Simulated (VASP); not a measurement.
# MnO (Fm-3m) in VASP: settings compared

The runs below take MnO through single point, with HSE06, PBEsol+D4, BLYP+D4.

All numbers are computed with VASP 6.6.1; they aren't measurements. Logs are shortened: lines on timing, memory, paths and dates and some standing lists are left out, and cuts for length are marked.

## 1. The cell of the first run

The structure is cubic, space group Fm-3m (No. 225). The conventional cell has a = 4.448 Å, b = 4.448 Å, c = 4.448 Å, α = 90.00°, β = 90.00°, γ = 90.00°. Within 2.9 Å of Mn (site symmetry m-3m) lie 6 O at 2.22 Å. O (site symmetry m-3m) has 6 Mn at 2.22 Å within 2.9 Å.

## 2. Single point, HSE06, collinear spin, ferromagnetic start

Contents of POSCAR:

```
MnO
1.0
    0.0000000000      2.2239077028      2.2239077028
    2.2239077028      0.0000000000      2.2239077028
    2.2239077028      2.2239077028      0.0000000000
Mn O
1 1
Direct
    0.0000000000      0.0000000000      0.0000000000
    0.5000000000      0.5000000000      0.5000000000
```

Contents of INCAR.step1:

```
ALGO = Normal ; EDIFF = 1E-5
ENCUT = 520 ; GGA = PE
ISIF = 2 ; ISMEAR = -1
ISPIN = 2 ; LASPH = True
LCHARG = False ; LMAXMIX = 4
LORBIT = 11 ; LREAL = False
LWAVE = True ; MAGMOM = 4 0
NBANDS = 20 ; NELM = 150
PREC = Accurate ; SIGMA = 0.05
```

Contents of INCAR.step2:

```
ALGO = Normal ; EDIFF = 1E-7
ENCUT = 520 ; GGA = PE
HFSCREEN = 0.2079 ; ISIF = 2
ISMEAR = -1 ; ISPIN = 2
ISTART = 1 ; LASPH = True
LCHARG = False ; LHFCALC = True
LMAXMIX = 4 ; LORBIT = 11
LREAL = False ; LWAVE = False
MAGMOM = 4 0 ; NBANDS = 20
NELM = 150 ; PREC = Accurate
PRECFOCK = Normal ; SIGMA = 0.05
```

Contents of KPOINTS:

```
k-points
0
Gamma
  5 5 5
```

Potentials or basis: VASP PAW PBE potentials, release 64 (Mn_pv, O).

Run with:

```
$ cat potpaw_PBE.64/Mn_pv/POTCAR potpaw_PBE.64/O/POTCAR > POTCAR
$ cp INCAR.step1 INCAR
$ mpirun -np 1 vasp_std > vasp.out
$ cp INCAR.step2 INCAR
$ mpirun -np 1 vasp_std > vasp.out
```

OUTCAR:

```text
EDIFF = 1E-7
   ENCUT = 520
   GGA = PE
   HFSCREEN = 0.2079
   ISIF = 2
   ISMEAR = -1
   ISPIN = 2
   ISTART = 1
   LASPH = True
   LHFCALC = True
   LORBIT = 11
   LREAL = False
   NELM = 150
   PREC = Accurate
   PRECFOCK = Normal

 ion  position               nearest neighbor table
   1  0.000  0.000  0.000-   2 2.22   2 2.22   2 2.22   2 2.22   2 2.22   2 2.22
   2  0.500  0.500  0.500-   1 2.22   1 2.22   1 2.22   1 2.22   1 2.22   1 2.22

  LATTYP: Found a face centered cubic cell.
 ALAT       =     4.4478154056

  Lattice vectors:

 A1 = (   0.0000000000,   2.2239077028,   2.2239077028)
 A2 = (   2.2239077028,   0.0000000000,   2.2239077028)
 A3 = (   2.2239077028,   2.2239077028,   0.0000000000)

Analysis of symmetry for initial positions (statically):
=====================================================================
 Subroutine PRICEL returns:
 Original cell was already a primitive cell.

 Routine SETGRP: Setting up the symmetry group for a
 face centered cubic supercell.

 Subroutine GETGRP returns: Found 48 space group operations
 (whereof 48 operations were pure point group operations)
 out of a pool of 48 trial point group operations.

The static configuration has the point symmetry O_h .

Analysis of symmetry for dynamics (positions and initial velocities):
=====================================================================
 Subroutine PRICEL returns:
 Original cell was already a primitive cell.

 Routine SETGRP: Setting up the symmetry group for a
 face centered cubic supercell.

 Subroutine GETGRP returns: Found 48 space group operations
 (whereof 48 operations were pure point group operations)
 out of a pool of 48 trial point group operations.

The dynamic configuration has the point symmetry O_h .

Analysis of structural, dynamic, and magnetic symmetry:
=====================================================================
 Subroutine PRICEL returns:
 Original cell was already a primitive cell.

 Routine SETGRP: Setting up the symmetry group for a
 face centered cubic supercell.

 Subroutine GETGRP returns: Found 48 space group operations
 (whereof 48 operations were pure point group operations)
 out of a pool of 48 trial point group operations.

The overall configuration has the point symmetry O_h .

 Subroutine INISYM returns: Found 48 space group operations
 (whereof 48 operations are pure point group operations),
 and found     1 'primitive' translations

----------------------------------------------------------------------------------------

                                     Primitive cell

  volume of cell :      21.9979

  direct lattice vectors                    reciprocal lattice vectors
     0.000000000  2.223907703  2.223907703    -0.224829474  0.224829474  0.224829474
     2.223907703  0.000000000  2.223907703     0.224829474 -0.224829474  0.224829474
     2.223907703  2.223907703  0.000000000     0.224829474  0.224829474 -0.224829474

  length of vectors
     3.145080435  3.145080435  3.145080435     0.389416073  0.389416073  0.389416073

  position of ions in fractional coordinates (direct lattice)
     0.000000000  0.000000000  0.000000000
     0.500000000  0.500000000  0.500000000

  ion indices of the primitive-cell ions
   primitive index   ion index
                 1           1
                 2           2

----------------------------------------------------------------------------------------

 KPOINTS: k-points

Automatic generation of k-mesh.
 Grid dimensions read from file:
 generate k-points for:    5    5    5

 Generating k-lattice:

  Cartesian coordinates                     Fractional coordinates (reciprocal lattice)
    -0.044965895  0.044965895  0.044965895     0.200000000  0.000000000  0.000000000
     0.044965895 -0.044965895  0.044965895     0.000000000  0.200000000  0.000000000
     0.044965895  0.044965895 -0.044965895     0.000000000  0.000000000  0.200000000

  Length of vectors
     0.077883215  0.077883215  0.077883215

  Shift w.r.t. Gamma in fractional coordinates (k-lattice)
     0.000000000  0.000000000  0.000000000

 Subroutine IBZKPT returns following result:
 ===========================================

 Found     10 irreducible k-points:

 Following reciprocal coordinates:
            Coordinates               Weight
  0.000000  0.000000  0.000000      1.000000
  0.200000  0.000000  0.000000      8.000000
  0.400000  0.000000  0.000000      8.000000
  0.200000  0.200000  0.000000      6.000000
  0.400000  0.200000  0.000000     24.000000
 -0.400000  0.200000  0.000000     24.000000
 -0.200000  0.200000  0.000000     12.000000
  0.400000  0.400000  0.000000      6.000000
 -0.400000  0.400000  0.000000     12.000000
 -0.400000  0.400000  0.200000     24.000000
   k-points           NKPTS =     10   k-points in BZ     NKDIM =    125   number of bands    NBANDS=     20
   number of dos      NEDOS =    301   number of ions     NIONS =      2
   total plane-waves  NPLWV =  13824
[... 63 lines left out ...]
  ---------------------------------------------------
  ext. energy  EPLUGINS =         0.00000000
  ---------------------------------------------------
  free energy    TOTEN  =       -23.76094326 eV

  energy without entropy =      -23.76094323  energy(sigma->0) =      -23.76094324

 E-fermi :   6.7946     XC(G=0):  -9.6584

 val. band max:        5.9924917020   @ k =   0.4000   0.0000   0.0000
 cond. band min:       7.4411794247   @ k =   0.0000   0.0000   0.0000
 fundamental gap:      1.4486877227
 Fermi energy:         6.7945850928

 spin component 1

 k-point     1 :       0.0000    0.0000    0.0000
  band No.  band energies     occupation
      1     -47.4894      1.00000
      2     -47.4894      1.00000
      3     -47.4894      1.00000
      4     -15.3002      1.00000
      5       2.1640      1.00000
      6       2.1640      1.00000
[... 12 lines left out ...]
     19      28.5151      0.00000
     20      28.5151      0.00000

 k-point     2 :       0.2000    0.0000    0.0000
  band No.  band energies     occupation
      1     -47.5126      1.00000
      2     -47.4925      1.00000
      3     -47.4925      1.00000
      4     -14.9666      1.00000
      5       0.1958      1.00000
      6       0.8081      1.00000
[... 12 lines left out ...]
     19      27.5009      0.00000
     20      31.6943      0.00000
[... 142 lines left out ...]
      2     -47.5241      1.00000
      3     -47.5108      1.00000
      4     -14.2585      1.00000
      5      -0.6503      1.00000
      6      -0.1406      1.00000
[... 12 lines left out ...]
     19      33.9886      0.00000
     20      34.7700      0.00000

 k-point    10 :      -0.4000    0.4000    0.2000
  band No.  band energies     occupation
      1     -47.5388      1.00000
      2     -47.5239      1.00000
      3     -47.5098      1.00000
      4     -14.2542      1.00000
      5      -0.9735      1.00000
      6      -0.0465      1.00000
[... 12 lines left out ...]
     19      34.9011      0.00000
     20      34.9920      0.00000
 Fermi energy:         6.7945850928

 spin component 2

 k-point     1 :       0.0000    0.0000    0.0000
  band No.  band energies     occupation
      1     -40.6904      1.00000
      2     -40.6904      1.00000
      3     -40.6904      1.00000
      4     -14.7121      1.00000
      5       3.3963      1.00000
      6       3.3963      1.00000
[... 12 lines left out ...]
     19      30.8451      0.00000
     20      30.8451      0.00000

 k-point     2 :       0.2000    0.0000    0.0000
  band No.  band energies     occupation
      1     -40.7226      1.00000
      2     -40.6936      1.00000
      3     -40.6936      1.00000
      4     -14.3773      1.00000
      5       1.4902      1.00000
      6       2.8064      1.00000
[... 12 lines left out ...]
     19      29.5930      0.00000
     20      33.6194      0.00000
[... 143 lines left out ...]
      3     -40.7180      1.00000
      4     -13.6396      1.00000
      5       0.2204      1.00000
      6       1.2260      1.00000
[... 12 lines left out ...]
     19      35.5361      0.00000
     20      35.6222      0.00000

 k-point    10 :      -0.4000    0.4000    0.2000
  band No.  band energies     occupation
      1     -40.7579      1.00000
      2     -40.7369      1.00000
      3     -40.7162      1.00000
      4     -13.6426      1.00000
      5       0.1996      1.00000
      6       1.2652      1.00000
[... 12 lines left out ...]
     19      35.6771      0.00000
     20      36.3506      0.00000

------------------------ aborting loop because EDIFF is reached ----------------------------------------

  FORCE on cell =-STRESS in cart. coord.  units (eV):
  Direction    XX          YY          ZZ          XY          YZ          ZX
  --------------------------------------------------------------------------------------
  -------------------------------------------------------------------------------------
  Total        0.1890686      0.1890686      0.1890686      0.0000000      0.0000000      0.0000000
  in kB       13.7705004     13.7705004     13.7705004      0.0000000      0.0000000      0.0000000
  external PRESSURE =      13.7705004 kB  Pullay stress =       0.0000000 kB

 VOLUME and BASIS-vectors are now :
 -----------------------------------------------------------------------------
  energy-cutoff  :      520.00
  volume of cell :       22.00
      direct lattice vectors                 reciprocal lattice vectors
     0.000000000  2.223907703  2.223907703    -0.224829474  0.224829474  0.224829474
     2.223907703  0.000000000  2.223907703     0.224829474 -0.224829474  0.224829474
     2.223907703  2.223907703  0.000000000     0.224829474  0.224829474 -0.224829474

 POSITION                                       TOTAL-FORCE (eV/Angst)
 -----------------------------------------------------------------------------------
      0.00000      0.00000      0.00000         0.000000     -0.000000     -0.000000
      2.22391      2.22391      2.22391        -0.000000      0.000000      0.000000
 -----------------------------------------------------------------------------------
    total drift:                               -0.000000      0.000000      0.000000

  FREE ENERGIE OF THE ION-ELECTRON SYSTEM (eV)
  ---------------------------------------------------
  free  energy   TOTEN  =       -23.7609432564 eV

  energy  without entropy=      -23.7609432260  energy(sigma->0) =      -23.76094324

 total charge

# of ion       s       p       d       tot
------------------------------------------
    1        0.196   6.176   4.950  11.322
    2        1.556   3.482   0.000   5.038
--------------------------------------------------
tot          1.752   9.658   4.950  16.360

 magnetization (x)

# of ion       s       p       d       tot
------------------------------------------
    1        0.025   0.019   4.540   4.584
    2        0.026   0.173   0.000   0.198
--------------------------------------------------
tot          0.051   0.192   4.540   4.783
```

Wall time 18 min (1 thread of Intel Xeon Platinum 8559C (Emerald Rapids), shared host); peak memory 0.25 GiB.

Results:

| Item | Value |
| --- | --- |
| Free energy | -23.7609 eV |
| Pressure | 1.4 GPa |
| Band gap on the k mesh | 1.45 eV (least direct gap 4.04 eV) |
| Net moment | 5.00 μB per cell |
| Site moments | Mn +4.58; O +0.20 μB |
| Valence electrons inside the program's atomic spheres | Mn 11.32; O 5.04 |

Caveat: the k points lie up to 0.49 Å⁻¹ apart; the PAW data sets were made with another functional, which shifts forces and pressure a little; an odd mesh through Γ misses points on the zone boundary, where band edges can lie; a cell with one magnetic atom can't hold antiferromagnetic order, which such compounds often take.

## 3. Single point, PBEsol+D4, collinear spin, ferromagnetic start

This run uses another cell than the first one, of 10.44 Å³/atom.

Contents of INCAR:

```
SYSTEM = MnO
ALGO     = Normal         ! electronic algorithm
EDIFF    = 1E-6           ! SCF threshold, eV
ENCUT    = 520            ! plane-wave cutoff, eV
GGA      = PS             ! functional
ISIF     = 2              ! what is computed and relaxed
ISMEAR   = -1             ! smearing method
ISPIN    = 2              ! spin polarisation
IVDW     = 13             ! dispersion correction
LASPH    = .True.         ! aspherical terms in the spheres
LCHARG   = .False.        ! write CHGCAR
LMAXMIX  = 4              ! l up to which the mixer works
LORBIT   = 11             ! projections on sites
LREAL    = .False.        ! projectors in reciprocal space
LWAVE    = .False.        ! write WAVECAR
MAGMOM   = 4 0            ! initial moments
NBANDS   = 20             ! bands
NELM     = 150            ! most SCF steps
PREC     = Accurate       ! precision mode
SIGMA    = 0.05           ! smearing width, eV
```

Contents of KPOINTS:

```
k-points
0
Gamma
  10 10 10
  0 0 0
```

Contents of POSCAR:

```
MnO
1.0
    0.0000000000      2.1854078473      2.1854078473
    2.1854078473      0.0000000000      2.1854078473
    2.1854078473      2.1854078473      0.0000000000
Mn O
1 1
Direct
    0.0000000000      0.0000000000      0.0000000000
    0.5000000000      0.5000000000      0.5000000000
```

Potentials or basis: VASP PAW PBE potentials, release 64 (Mn_pv, O).

Run with:

```
$ cat potpaw_PBE.64/Mn_pv/POTCAR potpaw_PBE.64/O/POTCAR > POTCAR
$ mpirun -np 1 vasp_std > vasp.out
```

Run time: 55 s. Hardware: 1 thread of Intel Xeon 8259CL, shared host; peak memory 0.17 GiB.

The run converged. Its results:

* Free energy: -17.6324 eV
* Pressure: 0.4 GPa
* Net moment: 4.56 μB per cell
* Site moments: Mn +4.17; O +0.18 μB
* Valence electrons inside the program's atomic spheres: Mn 11.42; O 4.96
* Dispersion energy per atom: -0.191 eV

Levels at points of the mesh, in eV from the Fermi level:
Spin up:
| k point | band 8 | band 9 | band 10 | band 11 | band 12 | band 13 | band 14 | band 15 | band 16 | band 17 |
| --- | --- | --- | --- | --- | --- | --- | --- | --- | --- | --- |
| (0.00, 0.00, 0.00) | -3.28 | -3.28 | -3.28 | -2.72 | -2.72 | -0.39 | 13.91 | 16.59 | 16.59 | 16.59 |
| (0.50, 0.00, 0.00) | -2.28 | -2.28 | -1.83 | 0.34 | 0.34 | 3.43 | 8.07 | 12.05 | 12.05 | 19.01 |
| (0.50, 0.50, 0.00) | -4.42 | -2.24 | -1.97 | -1.97 | -1.80 | 5.26 | 7.96 | 10.55 | 14.06 | 14.06 |
Spin down:
| k point | band 3 | band 4 | band 5 | band 6 | band 7 | band 8 | band 9 | band 10 | band 11 | band 12 |
| --- | --- | --- | --- | --- | --- | --- | --- | --- | --- | --- |
| (0.00, 0.00, 0.00) | -45.75 | -20.28 | -3.68 | -3.68 | -3.68 | 0.46 | 0.46 | 0.46 | 0.82 | 1.16 |
| (0.50, 0.00, 0.00) | -45.76 | -19.19 | -7.93 | -5.29 | -5.29 | 1.78 | 1.81 | 1.81 | 3.64 | 3.64 |
| (0.50, 0.50, 0.00) | -45.78 | -19.25 | -6.91 | -4.70 | -4.70 | -1.26 | 1.80 | 2.10 | 2.28 | 2.28 |

Caveat: the PAW data sets were made with another functional, which shifts forces and pressure a little; a cell with one magnetic atom can't hold antiferromagnetic order, which such compounds often take; semilocal functionals often make such compounds metallic where correlation or magnetic order opens a gap, which also shifts bond lengths. With open d or f shells a metallic result of PBEsol can be an artefact of self-interaction; +U or a hybrid may open a gap.

## 4. Single point, BLYP+D4, collinear spin, ferromagnetic start

This run uses another cell than the first one, of 10.62 Å³/atom.

Contents of INCAR:

```
AGGAC = 1.0
AGGAX = 1.0
ALDAC = 0.0
ALDAX = 1.0
ALGO = Normal
EDIFF = 1E-6
ENCUT = 520
GGA = B5
ISIF = 2
ISMEAR = -1
ISPIN = 2
IVDW = 13
LASPH = T
LCHARG = T
LELF = T
LMAXMIX = 4
LORBIT = 11
LREAL = F
LVHAR = T
LWAVE = F
MAGMOM = 4 0
NBANDS = 20
NELM = 150
PREC = Accurate
SIGMA = 0.05
VDW_A1 = 0.44488865
VDW_A2 = 4.0933009
VDW_S6 = 1.0
VDW_S8 = 2.34076671
```

Contents of KPOINTS:

```
k-points
0
Gamma
  10 10 10
```

Contents of POSCAR:

```
MnO
1.0
    0.0000000000      2.1977651092      2.1977651092
    2.1977651092      0.0000000000      2.1977651092
    2.1977651092      2.1977651092      0.0000000000
Mn O
1 1
Direct
    0.0000000000      0.0000000000      0.0000000000
    0.5000000000      0.5000000000      0.5000000000
```

Run with:

```
$ cat potpaw_PBE.64/Mn_pv/POTCAR potpaw_PBE.64/O/POTCAR > POTCAR
$ mpirun -np 1 vasp_std > vasp.out
```

It took 81 s on 1 thread of Intel Xeon 8259CL, shared host; peak memory 0.17 GiB.

The run converged. Its results:

```yaml
Free_energy: -16.5164 eV
Pressure: 0.3 GPa
Net_moment: 4.57 μB per cell
Site_moments: Mn +4.17; O +0.21 μB
Valence_electrons_inside_the_program's_atomic_spheres: Mn 11.42; O 5.00
Dispersion_energy_per_atom: -0.627 eV
```

Levels at points of the mesh, in eV from the Fermi level:
Spin up:
| k point | band 10 | band 11 | band 12 | band 13 | band 14 | band 15 |
| --- | --- | --- | --- | --- | --- | --- |
| (0.00, 0.00, 0.00) | -3.13 | -2.59 | -2.59 | 0.07 | 14.94 | 17.04 |
| (0.50, 0.00, 0.00) | -1.79 | 0.31 | 0.31 | 4.11 | 8.22 | 12.46 |
| (0.50, 0.50, 0.00) | -1.93 | -1.93 | -1.75 | 5.53 | 8.36 | 11.18 |
Spin down:
```
           k point  band 3  band 4  band 5  band 6  band 7  band 8  band 9  band 10  band 11  band 12
(0.00, 0.00, 0.00)  -45.77  -20.09   -3.59   -3.59   -3.59    0.39    0.39     0.39     1.01     1.07
(0.50, 0.00, 0.00)  -45.78  -19.06   -7.68   -5.18   -5.18    1.66    1.66     1.66     3.49     3.49
(0.50, 0.50, 0.00)  -45.80  -19.12   -6.65   -4.57   -4.57   -1.16    1.67     1.96     2.11     2.11
```

Caveat: the PAW data sets were made with another functional, which shifts forces and pressure a little; a cell with one magnetic atom can't hold antiferromagnetic order, which such compounds often take; semilocal functionals often make such compounds metallic where correlation or magnetic order opens a gap, which also shifts bond lengths.

## 5. Summary

```csv
level,cell,k mesh,grid for exact exchange (PRECFOCK),share of exact exchange,screening parameter,gap on the mesh (eV),pressure (GPa),moment (μB)
HSE06,"a = 3.145 Å, angles 60.0°, 2 atoms",5 × 5 × 5,Normal,0.25,0.2079 1/Å,1.45,1.4,5.00
PBEsol+D4,"a = 3.091 Å, angles 60.0°, 2 atoms",10 × 10 × 10,-,-,-,none,0.4,4.56
BLYP+D4,"a = 3.108 Å, angles 60.0°, 2 atoms",10 × 10 × 10,-,-,-,none,0.3,4.57
```

Alike in all rows: task single point; potentials or basis VASP PAW PBE potentials, release 64 (Mn_pv, O); spin collinear, ferromagnetic start; cutoff (eV) 520; smearing fermi-dirac 0.05 eV.

Caveats: some runs use coarse meshes; the PAW data sets were made with another functional, which shifts forces and pressure a little; a cell with one magnetic atom can't hold antiferromagnetic order, which such compounds often take; semilocal functionals often make such compounds metallic where correlation or magnetic order opens a gap, which also shifts bond lengths (at least some runs); an odd mesh through Γ misses points on the zone boundary, where band edges can lie (at least some runs).

Total energies depend on the potentials used, so only differences within one code and one set of settings carry meaning.
